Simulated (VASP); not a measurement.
A run of VASP 6.6.1 is set up as follows.

Contents of INCAR:

```
ALGO = Normal ; EDIFF = 1E-6
ENCUT = 520 ; GGA = PE
ISIF = 2 ; ISMEAR = -1
LASPH = True ; LCHARG = False
LREAL = False ; LWAVE = False
NBANDS = 35 ; NELM = 80
PREC = Accurate ; SIGMA = 0.05
```

The input KPOINTS:

```
k-points
0
Gamma
  8 8 11
```

File POSCAR:

```
SnO2
1.0
    4.5820095151      0.0000000000      0.0000000000
    0.0000000000      4.5820095151      0.0000000000
    0.0000000000      0.0000000000      3.1626012543
Sn O
2 4
Direct
    0.0000000000      0.0000000000      0.0000000000
    0.5000000000      0.5000000000      0.5000000000
    0.3052616229      0.3052616229      0.0000000000
    0.6947383771      0.6947383771      0.0000000000
    0.8052616229      0.1947383771      0.5000000000
    0.1947383771      0.8052616229      0.5000000000
```

Potentials or basis: VASP PAW PBE potentials, release 64 (Sn_d, O).

Launch:

```bash
$ cat potpaw_PBE.64/Sn_d/POTCAR potpaw_PBE.64/O/POTCAR > POTCAR
$ mpirun -np 1 vasp_std > vasp.out
```

Q: Estimate the pressure.

A: 30.8 GPa.

Q: What does it give for the band gap on the k mesh?

A: 2.08 eV, direct.

Q: Predict the largest force.

A: 0.014 eV/Å.

Forces in eV/Å, atoms in the order of the input:
```
Sn   0.000  0.000  0.000
Sn   0.000  0.000  0.000
O   -0.010 -0.010  0.000
O    0.010  0.010  0.000
O   -0.010  0.010  0.000
O    0.010 -0.010  0.000
```

Caveat: spin-orbit coupling is left out, which moves the levels of the heavy elements. A k mesh can miss the band edges.
